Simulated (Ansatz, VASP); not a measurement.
**Two plane-wave programs on Zn8O7**

```
Zn O
1.0
     6.50000    0.00000    0.00000
    -3.25000    5.62917    0.00000
     0.00000    0.00000    5.21000
Zn O
8 7
Direct
  0.16882 0.32817 0.98798
  0.33441 0.16662 0.50741
  0.16136 0.83019 0.99961
  0.34153 0.67195 0.49603
  0.66594 0.33366 0.99778
  0.82885 0.16364 0.50840
  0.65214 0.83284 0.99554
  0.83481 0.67274 0.49111
  0.16654 0.33540 0.38160
  0.32890 0.16666 0.87749
  0.32335 0.66439 0.87664
  0.67006 0.33793 0.38755
  0.83705 0.17313 0.88818
  0.66394 0.82979 0.38787
  0.82727 0.66934 0.88235
```

Alike in both runs: task single point; functional PBE; k mesh 1 × 1 × 1; no spin polarisation.

|  | VASP | Ansatz |
| --- | --- | --- |
| version | VASP 6.6.1 | Ansatz development build ahead of 0.2.0 |
| potentials or method | VASP PAW PBE potentials, release 64 (Zn, O) | norm-conserving potentials, plane waves, scalar-relativistic |
| plane-wave cutoff (eV) | 520 | 1240 |
| occupations | fermi-dirac, width 0.01 eV | fermi-dirac |

```csv
,VASP,Ansatz,Ansatz less VASP
gap on the k mesh at the Fermi level (eV),3.05,3.10,+0.057
least direct gap on the mesh (eV),3.05,3.10,+0.057
```

The k mesh is coarse, so the values compare programs but aren't converged.
